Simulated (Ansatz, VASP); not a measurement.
Ga: VASP beside Ansatz

File INCAR:

```
SYSTEM = Ga
PREC = Accurate ; ENCUT = 520
EDIFF = 1E-7 ; ISMEAR = -1
SIGMA = 0.03 ; LREAL = .False.
LASPH = .True. ; NELM = 80
ALGO = Normal ; ISIF = 2
LWAVE = .False. ; LCHARG = .False.
GGA = PE ; NBANDS = 20
```

The input KPOINTS:

```
Automatic mesh
0
Gamma
  14 14 11
  0 0 0
```

Contents of POSCAR:

```
Ga
1.0
    1.3944302704     -4.0597783686      0.0000000000
    1.3944302704      4.0597783686      0.0000000000
   -0.1184207052      0.0000000000      3.3574513307
Ga
2
Direct
    0.8690000000      0.1310000000      0.2500000000
    0.1310000000      0.8690000000      0.7500000000
```

Input for Ansatz:

```yaml
crystal:
  lattice:
    - [1.3944302704, -4.0597783686, 0.0]
    - [1.3944302704, 4.0597783686, 0.0]
    - [-0.1184207052, 0.0, 3.3574513307]
  atoms:
    - { symbol: Ga, position: [0.869, 0.131, 0.25] }
    - { symbol: Ga, position: [0.131, 0.869, 0.75] }
kpoints:
  mp_grid: { grid: [14, 14, 11] }
scf:
  occupations: { method: fermi_dirac, width: 0.03 }
hamiltonian:
  xc: pbe
  pseudopotentials: { kind: all_electron, lapw: { basis_error: 0.0005 } }
output:
  forces: true
  stress: true
  eigenvalues: true
```

Change from the starting cell: volume scaled by 1.025.

Alike in both runs: task single point; functional PBE; k mesh 14 × 14 × 11; occupations fermi-dirac, width 0.03 eV; no spin polarisation.

|  | VASP | Ansatz |
| --- | --- | --- |
| version | VASP 6.6.1 | Ansatz 0.2.0 |
| potentials or method | VASP PAW PBE potentials, release 64 (Ga_d), cutoff 520 eV | all-electron LAPW, scalar-relativistic |

Ansatz gave:

- pressure (GPa): 0.4
- traceless stress, the component that is largest in VASP (GPa): -0.15
- rms of the force components (eV/Å): 0.101

Task: Estimate VASP's values.

Result: Pressure (GPa): 0.5; traceless stress, the component that is largest in VASP (GPa): -0.17; rms of the force components (eV/Å): 0.103.

Atom by atom the forces differ by 0.001 eV/Å (rms over components). Ansatz ran all-electron here, and VASP with PAW potentials.
